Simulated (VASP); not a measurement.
# BiH2 (P-3m1) in VASP: notebook

The runs below take BiH2 through single point, with PBE+D3(BJ).

Program: VASP 6.6.1. These are calculated values, not measurements. Logs are shortened: lines on timing, memory, paths and dates and some standing lists are left out, and cuts for length are marked.

### Step 1. The cell of the first run

Symmetry: P-3m1, No. 164, trigonal system. The conventional cell has a = 3.708 Å, b = 3.708 Å, c = 3.538 Å, α = 90.00°, β = 90.00°, γ = 120.00°. Within 3.0 Å of Bi (site symmetry -3m) lie 6 H at 2.26 Å. Within 3.0 Å of H (site symmetry 3m) lie 3 Bi at 2.26 Å and 6 H at 2.58 to 2.99 Å.

### Step 2. Single point, PBE+D3(BJ)

Input file INCAR:

```
SYSTEM = BiH2
PREC = Accurate ; ENCUT = 520
EDIFF = 1E-7 ; ISMEAR = 0
SIGMA = 0.1 ; LREAL = .FALSE.
LASPH = .TRUE. ; NELM = 100
ALGO = Normal ; ISIF = 2
LWAVE = .FALSE. ; LCHARG = .TRUE.
GGA = PE ; IVDW = 12
LELF = .TRUE. ; LVHAR = .TRUE.
NBANDS = 16
```

Input file KPOINTS:

```
Automatic mesh
0
G
  6 6 4
  0 0 0
```

Input file POSCAR:

```
BiH2
1.0
    3.7075639597      0.0000000000      0.0000000000
   -1.8537819799      3.2108445753      0.0000000000
    0.0000000000      0.0000000000      3.5384878577
Bi H
1 2
Direct
    0.0000000000      0.0000000000      0.0000000000
    0.3333333333      0.6666666667      0.7956602765
    0.6666666667      0.3333333333      0.2043397235
```

Potentials or basis: VASP PAW PBE potentials, release 64 (Bi_d, H).

The run is started by

```sh
$ cat potpaw_PBE.64/Bi_d/POTCAR potpaw_PBE.64/H/POTCAR > POTCAR
$ mpirun -np 1 vasp_std > vasp.out
```

OUTCAR:

```text
SYSTEM = BiH2
   PREC = Accurate
   ENCUT = 520
   EDIFF = 1E-7
   ISMEAR = 0
   LREAL = .FALSE.
   LASPH = .TRUE.
   NELM = 100
   ISIF = 2
   GGA = PE
   IVDW = 12
 IVDW          = 12

 ion  position               nearest neighbor table
   1  0.000  0.000  0.000-   2 2.26   3 2.26   3 2.26   2 2.26   3 2.26   2 2.26
   2  0.333  0.667  0.796-   1 2.26   1 2.26   1 2.26
   3  0.667  0.333  0.204-   1 2.26   1 2.26   1 2.26

  LATTYP: Found a hexagonal cell.
 ALAT       =     3.7075639597
 C/A-ratio  =     0.9543969831

  Lattice vectors:

 A1 = (   3.7075639597,   0.0000000000,   0.0000000000)
 A2 = (  -1.8537819799,   3.2108445753,   0.0000000000)
 A3 = (   0.0000000000,   0.0000000000,   3.5384878577)

Analysis of symmetry for initial positions (statically):
=====================================================================
 Subroutine PRICEL returns:
 Original cell was already a primitive cell.

 Routine SETGRP: Setting up the symmetry group for a
 hexagonal supercell.

 Subroutine GETGRP returns: Found 12 space group operations
 (whereof 12 operations were pure point group operations)
 out of a pool of 24 trial point group operations.

The static configuration has the point symmetry D_3d.

Analysis of symmetry for dynamics (positions and initial velocities):
=====================================================================
 Subroutine PRICEL returns:
 Original cell was already a primitive cell.

 Routine SETGRP: Setting up the symmetry group for a
 hexagonal supercell.

 Subroutine GETGRP returns: Found 12 space group operations
 (whereof 12 operations were pure point group operations)
 out of a pool of 24 trial point group operations.

The dynamic configuration has the point symmetry D_3d.

 Subroutine INISYM returns: Found 12 space group operations
 (whereof 12 operations are pure point group operations),
 and found     1 'primitive' translations

----------------------------------------------------------------------------------------

                                     Primitive cell

  volume of cell :      42.1236

  direct lattice vectors                    reciprocal lattice vectors
     3.707563960  0.000000000  0.000000000     0.269718880  0.155722268  0.000000000
    -1.853781980  3.210844575  0.000000000     0.000000000  0.311444536  0.000000000
     0.000000000  0.000000000  3.538487858     0.000000000  0.000000000  0.282606594

  length of vectors
     3.707563960  3.707563960  3.538487858     0.311444536  0.311444536  0.282606594

  position of ions in fractional coordinates (direct lattice)
     0.000000000  0.000000000  0.000000000
     0.333333333  0.666666667  0.795660277
     0.666666667  0.333333333  0.204339723

  ion indices of the primitive-cell ions
   primitive index   ion index
                 1           1
                 2           2
                 3           3

----------------------------------------------------------------------------------------

 KPOINTS: Automatic mesh

Automatic generation of k-mesh.
 Grid dimensions read from file:
 generate k-points for:    6    6    4

 Generating k-lattice:

  Cartesian coordinates                     Fractional coordinates (reciprocal lattice)
     0.044953147  0.025953711  0.000000000     0.166666667  0.000000000  0.000000000
     0.000000000  0.051907423  0.000000000     0.000000000  0.166666667  0.000000000
     0.000000000  0.000000000  0.070651648     0.000000000  0.000000000  0.250000000

  Length of vectors
     0.051907423  0.051907423  0.070651648

  Shift w.r.t. Gamma in fractional coordinates (k-lattice)
     0.000000000  0.000000000  0.000000000

 Subroutine IBZKPT returns following result:
 ===========================================

 Found     24 irreducible k-points:

 Following reciprocal coordinates:
            Coordinates               Weight
  0.000000  0.000000  0.000000      1.000000
  0.166667  0.000000  0.000000      6.000000
  0.333333  0.000000  0.000000      6.000000
  0.500000  0.000000  0.000000      3.000000
  0.166667  0.166667  0.000000      6.000000
  0.333333  0.166667  0.000000     12.000000
[... 16 lines left out ...]
  0.333333  0.166667  0.500000     12.000000
  0.333333  0.333333  0.500000      2.000000
   k-points           NKPTS =     24   k-points in BZ     NKDIM =     24   number of bands    NBANDS=     16
   number of dos      NEDOS =    301   number of ions     NIONS =      3
   total plane-waves  NPLWV =  21952
   dimension x,y,z NGX =    28 NGY =   28 NGZ =   28
   dimension x,y,z NGXF=    56 NGYF=   56 NGZF=   56
   ions per type =               1   2
   NGX,Y,Z   is equivalent  to a cutoff of  12.56, 12.56, 13.16 a.u.
   NGXF,Y,Z  is equivalent  to a cutoff of  25.11, 25.11, 26.31 a.u.
 SYSTEM =  BiH2
   PREC   = accura    normal or accurate (medium, high low for compatibility)
   ISTART =      0    job   : 0-new  1-cont  2-samecut
   ICHARG =      2    charge: 1-file 2-atom 10-const
   ISPIN  =      1    spin polarized calculation?
   LNONCOLLINEAR =      F non collinear calculations
   LSORBIT =      F    spin-orbit coupling
   LASPH  =      T    aspherical Exc in radial PAW
   ENCUT  =  520.0 eV  38.22 Ry    6.18 a.u.   6.89  6.89  6.58*2*pi/ulx,y,z
   NELM   =    100;   NELMIN=  2; NELMDL= -5     # of ELM steps
   EDIFF  = 0.1E-06   stopping-criterion for ELM
   LREAL  =      F    real-space projection
   EDIFFG = 0.1E-05   stopping-criterion for IOM
   NSW    =      0    number of steps for IOM
   IBRION =     -1    ionic relax: 0-MD 1-quasi-New 2-CG
   NFREE  =      0    steps in history (QN), initial steepest desc. (CG)
   ISIF   =      2    stress and relaxation
   ISYM   =      2    0-nonsym 1-usesym 2-fastsym
   POTIM  = 0.5000    time-step for ionic-motion
   TEBEG  =    0.0;   TEEND  =   0.0 temperature during run
   PSTRESS=    0.0 pullay stress
   NELECT =      17.0000    total number of electrons
   NUPDOWN=      -1.0000    fix difference up-down
   EMIN   =  10.00;   EMAX   =-10.00  energy-range for DOS
   EFERMI =   0.00;   METHOD = LEGACY
   ISMEAR =     0;   SIGMA  =   0.10  broadening in eV -4-tet -1-fermi 0-gaus
   EFERMI_NEDOS =   21; number of points for ismear=-14 and -15
   IALGO  =     38    algorithm
   IMIX   =      4    mixing-type and parameters
     AMIX     =   0.40;   BMIX     =  1.00
     AMIX_MAG =   1.60;   BMIX_MAG =  1.00
  volume/ion in A,a.u.               =      14.04        94.75
  Fermi-wavevector in a.u.,A,eV,Ry     =   1.209807  2.286203 19.913920  1.463632
  Thomas-Fermi vector in A             =   2.345373
   LORBIT       =      0    0 simple, 1 ext, 2 COOP (PROOUT), +10 PAW based schemes
   GGA     = PE    functional components
   LHFCALC =     F    Hartree Fock is set to
   AEXX    =    0.0000 exact exchange contribution
   IVDW    =    12    specifies the selected vdW correction
   LEPSILON=     F    determine dielectric tensor
   LRPA    =     F    only Hartree local field effects (RPA)
 non-spin polarized calculation
 Gauss-broadening in eV      SIGMA  =   0.10
  energy-cutoff  :      520.00
  volume of cell :       42.12
 maximum number of plane-waves:      1152
   NGX = 13   NGY = 13   NGZ = 13

 number of electron      16.9999999 magnetization

 Free energy of the ion-electron system (eV)
  ---------------------------------------------------
  ext. energy  EPLUGINS =         0.00000000
  ---------------------------------------------------
  free energy    TOTEN  =        -8.87259747 eV

  energy without entropy =       -8.86787600  energy(sigma->0) =       -8.87023673

 E-fermi :   5.7458     XC(G=0):  -9.6488

 val. band max:        5.2425000112   @ k =   0.5000   0.0000   0.2500
 cond. band min:       5.7469548529   @ k =   0.5000   0.0000   0.0000
 fundamental gap:      0.5044548417
 Fermi energy:         5.7457932608

 k-point     1 :       0.0000    0.0000    0.0000
  band No.  band energies     occupation
      1     -17.5082      2.00000
      2     -17.5082      2.00000
      3     -17.4544      2.00000
      4     -17.3410      2.00000
      5     -17.3410      2.00000
      6      -7.7972      2.00000
[... 8 lines left out ...]
     15      19.8117      0.00000
     16      20.0875      0.00000

 k-point     2 :       0.1667    0.0000    0.0000
  band No.  band energies     occupation
      1     -17.5150      2.00000
      2     -17.4868      2.00000
      3     -17.4392      2.00000
      4     -17.3504      2.00000
      5     -17.3430      2.00000
      6      -7.4227      2.00000
[... 8 lines left out ...]
     15      18.2495      0.00000
     16      18.9933      0.00000

 k-point     3 :       0.3333    0.0000    0.0000
  band No.  band energies     occupation
      1     -17.5328      2.00000
      2     -17.4439      2.00000
      3     -17.4060      2.00000
      4     -17.3690      2.00000
      5     -17.3471      2.00000
      6      -6.3829      2.00000
[... 8 lines left out ...]
     15      18.0395      0.00000
     16      19.0391      0.00000

 k-point     4 :       0.5000    0.0000    0.0000
  band No.  band energies     occupation
      1     -17.5424      2.00000
      2     -17.4222      2.00000
      3     -17.3890      2.00000
      4     -17.3781      2.00000
      5     -17.3492      2.00000
      6      -5.4835      2.00000
[... 8 lines left out ...]
     15      19.6444      0.00000
     16      20.7486      0.00000

 k-point     5 :       0.1667    0.1667    0.0000
  band No.  band energies     occupation
      1     -17.5155      2.00000
      2     -17.4697      2.00000
      3     -17.4121      2.00000
      4     -17.3626      2.00000
      5     -17.3479      2.00000
      6      -6.7076      2.00000
[... 8 lines left out ...]
     15      17.8687      0.00000
     16      18.4667      0.00000

 k-point     6 :       0.3333    0.1667    0.0000
  band No.  band energies     occupation
      1     -17.5176      2.00000
      2     -17.4440      2.00000
      3     -17.3923      2.00000
      4     -17.3733      2.00000
      5     -17.3542      2.00000
      6      -5.5822      2.00000
[... 8 lines left out ...]
     15      17.4133      0.00000
     16      17.5212      0.00000

 k-point     7 :       0.3333    0.3333    0.0000
  band No.  band energies     occupation
      1     -17.4734      2.00000
      2     -17.4734      2.00000
      3     -17.3933      2.00000
      4     -17.3667      2.00000
      5     -17.3667      2.00000
      6      -5.0665      2.00000
[... 8 lines left out ...]
     15      16.6687      0.00000
     16      16.8227      0.00000

 k-point     8 :       0.0000    0.0000    0.2500
  band No.  band energies     occupation
      1     -17.5061      2.00000
      2     -17.5061      2.00000
      3     -17.3965      2.00000
      4     -17.3582      2.00000
      5     -17.3582      2.00000
      6      -7.3149      2.00000
[... 8 lines left out ...]
     15      16.7929      0.00000
     16      18.1578      0.00000

 k-point     9 :       0.1667    0.0000    0.2500
  band No.  band energies     occupation
      1     -17.5123      2.00000
      2     -17.4850      2.00000
      3     -17.3809      2.00000
      4     -17.3689      2.00000
      5     -17.3606      2.00000
      6      -6.9428      2.00000
[... 8 lines left out ...]
     15      16.4912      0.00000
     16      17.6631      0.00000
[... 172 lines left out ...]
 k-point    19 :       0.1667    0.0000    0.5000
  band No.  band energies     occupation
      1     -17.5100      2.00000
      2     -17.4832      2.00000
      3     -17.3873      2.00000
      4     -17.3780      2.00000
      5     -17.3221      2.00000
      6      -6.3018      2.00000
[... 8 lines left out ...]
     15      16.8894      0.00000
     16      17.1823      0.00000

 k-point    20 :       0.3333    0.0000    0.5000
  band No.  band energies     occupation
      1     -17.5250      2.00000
      2     -17.4409      2.00000
      3     -17.4105      2.00000
      4     -17.3830      2.00000
      5     -17.2867      2.00000
      6      -5.2803      2.00000
[... 8 lines left out ...]
     15      19.6634      0.00000
     16      20.3551      0.00000

 k-point    21 :       0.5000    0.0000    0.5000
  band No.  band energies     occupation
      1     -17.5337      2.00000
      2     -17.4216      2.00000
      3     -17.4197      2.00000
      4     -17.3854      2.00000
      5     -17.2683      2.00000
      6      -4.3948      2.00000
[... 8 lines left out ...]
     15      21.7440      0.00000
     16      22.9805      0.00000

 k-point    22 :       0.1667    0.1667    0.5000
  band No.  band energies     occupation
      1     -17.5109      2.00000
      2     -17.4612      2.00000
      3     -17.4025      2.00000
      4     -17.3841      2.00000
      5     -17.2961      2.00000
      6      -5.5996      2.00000
[... 8 lines left out ...]
     15      17.3143      0.00000
     16      20.4964      0.00000

 k-point    23 :       0.3333    0.1667    0.5000
  band No.  band energies     occupation
      1     -17.5111      2.00000
      2     -17.4389      2.00000
      3     -17.4157      2.00000
      4     -17.3918      2.00000
      5     -17.2718      2.00000
      6      -4.4914      2.00000
[... 8 lines left out ...]
     15      19.9734      0.00000
     16      21.4737      0.00000

 k-point    24 :       0.3333    0.3333    0.5000
  band No.  band energies     occupation
      1     -17.4695      2.00000
      2     -17.4695      2.00000
      3     -17.4073      2.00000
      4     -17.4073      2.00000
      5     -17.2681      2.00000
      6      -3.9810      2.00000
[... 8 lines left out ...]
     15      20.5271      0.00000
     16      20.5272      0.00000

------------------------ aborting loop because EDIFF is reached ----------------------------------------

 Edisp (eV)   -0.59882

 E8    (eV) :    -0.2581

  FORCE on cell =-STRESS in cart. coord.  units (eV):
  Direction    XX          YY          ZZ          XY          YZ          ZX
  --------------------------------------------------------------------------------------
  -------------------------------------------------------------------------------------
  Total      -0.06077    -0.06077    -0.03061     0.00000     0.00000    -0.00000
  in kB      -2.31147    -2.31147    -1.16437     0.00000     0.00000    -0.00000
  external pressure =       -1.93 kB  Pullay stress =        0.00 kB

 VOLUME and BASIS-vectors are now :
 -----------------------------------------------------------------------------
  energy-cutoff  :      520.00
  volume of cell :       42.12
      direct lattice vectors                 reciprocal lattice vectors
     3.707563960  0.000000000  0.000000000     0.269718880  0.155722268  0.000000000
    -1.853781980  3.210844575  0.000000000     0.000000000  0.311444536  0.000000000
     0.000000000  0.000000000  3.538487858     0.000000000  0.000000000  0.282606594

 POSITION                                       TOTAL-FORCE (eV/Angst)
 -----------------------------------------------------------------------------------
      0.00000      0.00000      0.00000         0.000000      0.000000      0.000000
     -0.00000      2.14056      2.81543        -0.000000     -0.000000      0.003979
      1.85378      1.07028      0.72305        -0.000000      0.000000     -0.003979
 -----------------------------------------------------------------------------------
    total drift:                               -0.000000      0.000000     -0.000000

  FREE ENERGIE OF THE ION-ELECTRON SYSTEM (eV)
  ---------------------------------------------------
  free  energy   TOTEN  =        -9.4714126854 eV

  energy  without entropy=       -9.4666912152  energy(sigma->0) =       -9.46905195
```

It took 30 s on 1 thread of AMD EPYC 7R13, shared host; peak memory 0.14 GiB.

Results:

```yaml
Free_energy: -9.4714 eV
Pressure: -0.2 GPa
Largest_force: 0.004 eV/Å
Band_gap_on_the_k_mesh: zero (an odd number of electrons rules out a gap without spin polarisation)
Dispersion_energy_per_atom: -0.200 eV
```

Forces on the atoms (eV/Å):
```
Bi   0.000  0.000  0.000
H    0.000  0.000  0.004
H    0.000  0.000 -0.004
```

Levels at points of the mesh, in eV from the Fermi level:
```tsv
k point	band 6	band 7	band 8	band 9	band 10	band 11
(0.00, 0.00, 0.00)	-13.54	-2.39	0.52	2.25	2.25	3.70
(0.50, 0.00, 0.00)	-11.23	-7.44	-1.82	0.00	2.79	7.46
(0.00, 0.00, 0.50)	-12.41	-6.10	1.45	1.77	3.38	3.38
(0.50, 0.00, 0.50)	-10.14	-6.44	-2.69	-2.41	1.16	3.81
```

Caveat: the k points lie up to 0.44 Å⁻¹ apart, too coarse for converged energies and pressures of a metal; spin-orbit coupling is left out, which moves the levels of the heavy elements.

### Step 3. Single point, PBE+D3(BJ)

This run uses another cell than the first one, of 17.51 Å³/atom.

Input file INCAR:

```
ALGO = Normal ; EDIFF = 1E-6
ENCUT = 520 ; GGA = PE
ISIF = 2 ; ISMEAR = 0
IVDW = 12 ; LASPH = T
LCHARG = T ; LELF = T
LREAL = F ; LVHAR = T
LWAVE = F ; NBANDS = 16
NELM = 60 ; PREC = Accurate
SIGMA = 0.1
```

Input file KPOINTS:

```
k-points
0
Gamma
  6 6 4
```

Input file POSCAR:

```
BiH2
1.0
    3.4545000000      0.0000000000      0.0000000000
   -1.7272500000      2.9916847600      0.0000000000
    0.0000000000      0.0000000000      5.0818671600
Bi H
1 2
Direct
    0.0000000000      0.0000000000      0.0000000000
    0.3333333300      0.6666666700      0.7200045700
    0.6666666700      0.3333333300      0.2799954300
```

Potentials or basis: VASP PAW PBE potentials, release 64 (Bi_d, H).

The run is started by

```sh
$ cat potpaw_PBE.64/Bi_d/POTCAR potpaw_PBE.64/H/POTCAR > POTCAR
$ mpirun -np 1 vasp_std > vasp.out
```

OUTCAR:

```text
EDIFF = 1E-6
   ENCUT = 520
   GGA = PE
   ISIF = 2
   ISMEAR = 0
   IVDW = 12
   LASPH = T
   LREAL = F
   NELM = 60
   PREC = Accurate
 IVDW          = 12

 ion  position               nearest neighbor table
   1  0.000  0.000  0.000-
   2  0.333  0.667  0.720-
   3  0.667  0.333  0.280-

  LATTYP: Found a hexagonal cell.
[... 646 lines left out ...]
     16      16.6723      0.00000

------------------------ aborting loop because EDIFF is reached ----------------------------------------

 Edisp (eV)   -0.48305

 E8    (eV) :    -0.1989

  FORCE on cell =-STRESS in cart. coord.  units (eV):
  Direction    XX          YY          ZZ          XY          YZ          ZX
  --------------------------------------------------------------------------------------
  -------------------------------------------------------------------------------------
  Total       0.31282     0.31282    -2.18695     0.00000    -0.00000     0.00000
  in kB       9.54298     9.54298   -66.71528     0.00000    -0.00000     0.00000
  external pressure =      -15.88 kB  Pullay stress =        0.00 kB

 VOLUME and BASIS-vectors are now :
 -----------------------------------------------------------------------------
  energy-cutoff  :      520.00
  volume of cell :       52.52
      direct lattice vectors                 reciprocal lattice vectors
     3.454500000  0.000000000  0.000000000     0.289477493  0.167129908  0.000000000
    -1.727250000  2.991684760  0.000000000     0.000000000  0.334259817  0.000000000
     0.000000000  0.000000000  5.081867160     0.000000000  0.000000000  0.196778068

 POSITION                                       TOTAL-FORCE (eV/Angst)
 -----------------------------------------------------------------------------------
      0.00000      0.00000      0.00000        -0.000000      0.000000     -0.000000
     -0.00000      1.99446      3.65897         0.000000      0.000000      0.501076
      1.72725      0.99723      1.42290        -0.000000      0.000000     -0.501076
 -----------------------------------------------------------------------------------
    total drift:                                0.000000      0.000000     -0.000000

  FREE ENERGIE OF THE ION-ELECTRON SYSTEM (eV)
  ---------------------------------------------------
  free  energy   TOTEN  =        -8.5200095102 eV

  energy  without entropy=       -8.5131616898  energy(sigma->0) =       -8.51658560
```

Wall time 37 s (1 thread of AMD EPYC 7R13, shared host); peak memory 0.16 GiB.

Results:

- Free energy: -8.5200 eV
- Pressure: -1.6 GPa
- Largest force: 0.501 eV/Å
- Band gap on the k mesh: zero (an odd number of electrons rules out a gap without spin polarisation)
- Dispersion energy per atom: -0.161 eV

Forces in eV/Å, atoms in the order of the input:
```
Bi   0.000  0.000  0.000
H    0.000  0.000  0.501
H    0.000  0.000 -0.501
```

Caveat: the stress differs along the axes, from -7 to 1 GPa; spin-orbit coupling is left out, which moves the levels of the heavy elements.

The gap in the log of VASP goes by the Fermi energy; the results here count the filled bands.